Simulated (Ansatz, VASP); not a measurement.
One calculation of SnTe3, two programs

```
Sn Te
1.0
    -3.24006    3.24006    3.24006
     3.24006   -3.24006    3.24006
     3.24006    3.24006   -3.24006
Sn Te
1 3
Direct
  0.00000 0.00000 0.00000
  0.00000 0.50000 0.50000
  0.50000 0.00000 0.50000
  0.50000 0.50000 0.00000
```

Alike in both runs: task single point; functional PBE; k mesh 10 × 10 × 10; occupations gaussian, width 0.1 eV; no spin polarisation.

|  | VASP | Ansatz |
| --- | --- | --- |
| version | VASP 6.6.1 | Ansatz 0.2.0 |
| potentials or method | VASP PAW PBE potentials, release 64 (Sn_d, Te), cutoff 520 eV | scalar-relativistic, plane waves, PAW |
| valence electrons in the cell | 32 | 62 |

```tsv
	VASP	Ansatz	Ansatz less VASP
gap on the k mesh at the Fermi level (eV)	none	none	-
pressure (GPa)	-1.2	-1.2	+0.03
```

A gap of «none» marks a metal or a gap that the smearing closes. VASP's potentials hold 32 valence electrons a cell and Ansatz's 62, so a difference there can come from the potentials and not from the codes.

Spin-orbit coupling is off throughout.
